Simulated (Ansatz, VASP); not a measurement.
**Two plane-wave programs on P**

```
P
1.0
     2.34797    0.00000    0.00517
     0.00000    2.56929    0.00000
    -0.00979    0.00000    4.84469
P
2
Direct
  0.00000 0.00000 0.25002
  0.00000 0.00000 0.74998
```

Change from the starting cell: strain -0.0450 x Voigt [1, -1, 0, 0, 0, 0], atoms carried along.

Alike in both runs: task single point; functional PBE; k mesh 24 × 24 × 12; occupations gaussian, width 0.15 eV; no spin polarisation.

|  | VASP | Ansatz |
| --- | --- | --- |
| version | VASP 6.6.1 | Ansatz 0.2.0 |
| potentials or method | VASP PAW PBE potentials, release 64 (P), cutoff 520 eV | scalar-relativistic, plane waves, PAW |
| valence electrons in the cell | 10 | 10 |

Ansatz gave:

```
gap on the k mesh at the Fermi level (eV)                     : none
pressure (GPa)                                                : 1.5
traceless stress, the component that is largest in VASP (GPa) : -10.53
```

Question: Estimate VASP's values.

Answer: gap on the k mesh at the Fermi level (eV): none; pressure (GPa): 1.3; traceless stress, the component that is largest in VASP (GPa): -10.43.

A gap of «none» marks a metal or a gap that the smearing closes.
